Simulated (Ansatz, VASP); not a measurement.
# LiTa4O: VASP beside Ansatz

INCAR

```
PREC = Accurate ; ENCUT = 600
EDIFF = 1E-6 ; ISMEAR = 0
SIGMA = 0.1 ; LREAL = F
LASPH = T ; NELM = 100
ALGO = Normal ; ISIF = 3
LWAVE = F ; LCHARG = F
GGA = PE ; IBRION = 2
NSW = 90 ; EDIFFG = -0.04
```

The input KPOINTS:

```
regular mesh
0
Gamma
  4 4 6
```

File POSCAR:

```
LiTa4O
1.0
    6.7560090136      0.0000000000      0.0000000000
    0.0000000000      6.7560090136      0.0000000000
    0.0000000000      0.0000000000      2.7738497519
Li Ta O
1 4 1
Direct
    0.5000000000      0.5000000000      0.5000000000
    0.6995875186      0.0000000000      0.5000000000
    0.3004124814      0.0000000000      0.5000000000
    0.0000000000      0.6995875186      0.5000000000
    0.0000000000      0.3004124814      0.5000000000
    0.0000000000      0.0000000000      0.5000000000
```

Input for Ansatz:

```yaml
crystal:
  lattice:
    - [6.7560090136, 0.0, 0.0]
    - [0.0, 6.7560090136, 0.0]
    - [0.0, 0.0, 2.7738497519]
  atoms:
    - { symbol: Li, position: [0.5, 0.5, 0.5] }
    - { symbol: Ta, position: [0.6995875186, 0.0, 0.5] }
    - { symbol: Ta, position: [0.3004124814, 0.0, 0.5] }
    - { symbol: Ta, position: [0.0, 0.6995875186, 0.5] }
    - { symbol: Ta, position: [0.0, 0.3004124814, 0.5] }
    - { symbol: O, position: [0.0, 0.0, 0.5] }
basis:
  ecutwfc: 420
kpoints:
  mp_grid: { grid: [4, 4, 6] }
hamiltonian:
  xc: pbe
scf:
  occupations: { method: gaussian, width: 0.1 }
  lower_state_search: "off"
output:
  forces: true
  stress: true
  eigenvalues: true
relax:
  adjacent_minimum: "off"
  f_tol: 0.04
  max_steps: 70
  cell: { stress_tol: 0.4 }
```

Alike in both runs: task relaxation of cell and atoms; functional PBE; k mesh 4 × 4 × 6; occupations gaussian, width 0.1 eV; no spin polarisation.

|  | VASP | Ansatz |
| --- | --- | --- |
| version | VASP 6.6.1 | Ansatz 0.2.0 |
| potentials or method | VASP PAW PBE potentials, release 64 (Li_sv, Ta_pv, O), cutoff 600 eV | scalar-relativistic, plane waves, PAW |
| valence electrons in the cell | 53 | 61 |

|  | VASP | Ansatz | Ansatz less VASP |
| --- | --- | --- | --- |
| gap on the k mesh at the Fermi level, each at its own relaxed structure (eV) | none | none | - |
| relaxed volume (Å³/atom) | 21.13 | 21.13 | -0.009 |
| relaxed length of the cell vector where the two differ most in proportion (Å) | 6.877 | 6.875 | -0.0024 |

A gap of «none» marks a metal or a gap that the smearing closes. VASP's potentials hold 53 valence electrons a cell and Ansatz's 61, so a difference there can come from the potentials and not from the codes.

The k mesh is coarse, so the values compare programs but aren't converged. Spin-orbit coupling is off throughout. Noted on VASP's run: the cutoff is under 1.25 times that of the potentials, so the pressure is a little rough.
